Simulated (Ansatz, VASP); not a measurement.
Cu in VASP and in Ansatz

```
Cu
1.0
     0.00000    1.80750    1.80750
     1.80750    0.00000    1.80750
     1.80750    1.80750    0.00000
Cu
1
Direct
  0.00000 0.00000 0.00000
```

Alike in both runs: task single point; functional PBE; k mesh 6 × 6 × 6; occupations fermi-dirac, width 0.06 eV; no spin polarisation.

```csv
,VASP,Ansatz
version,VASP 6.6.1,Ansatz 0.2.0
potentials or method,"VASP PAW PBE potentials, release 64 (Cu), cutoff 600 eV","all-electron LAPW, scalar-relativistic"
```

Ansatz gave:

* gap on the k mesh at the Fermi level (eV): none
* pressure (GPa): 2.9

Problem. Estimate VASP's values.

Solution. gap on the k mesh at the Fermi level (eV): none; pressure (GPa): 3.5.

A gap of «none» marks a metal or a gap that the smearing closes. Ansatz ran all-electron here, and VASP with PAW potentials.

The k mesh is coarse, so the values compare programs but aren't converged. Noted on Ansatz's run: the k mesh is thin for a metal, which can move the energy by tens of meV per atom.
